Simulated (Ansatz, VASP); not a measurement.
## Two plane-wave programs on MgS

```
Mg S
1.0
     0.02346    2.98302    2.98302
     2.95724    0.04006    2.96642
     2.95724    2.96642    0.04006
Mg S
1 1
Direct
  0.01516 0.03026 0.03026
  0.73484 0.71974 0.71974
```

Alike in both runs: task single point; functional PBE; k mesh 8 × 8 × 8; occupations gaussian, width 0.02 eV; no spin polarisation.

```csv
,VASP,Ansatz
version,VASP 6.6.1,Ansatz 0.2.0
potentials or method,"VASP PAW PBE potentials, release 64 (Mg, S), cutoff 520 eV","scalar-relativistic, plane waves, PAW"
valence electrons in the cell,8,16
```

```csv
,VASP,Ansatz,Ansatz less VASP
gap on the k mesh at the Fermi level (eV),2.33,2.33,+0.004
least direct gap on the mesh (eV),2.33,2.33,+0.004
pressure (GPa),-2.0,-1.9,+0.12
"traceless stress, the component that is largest in VASP (GPa)",-2.33,-2.36,-0.026
rms of the force components (eV/Å),0.458,0.459,+0.0006
```

Atom by atom the forces differ by 0.001 eV/Å (rms over components). With one functional, cell and mesh, what is left measures potentials, basis and numerics. VASP's potentials hold 8 valence electrons a cell and Ansatz's 16, so a difference there can come from the potentials and not from the codes.
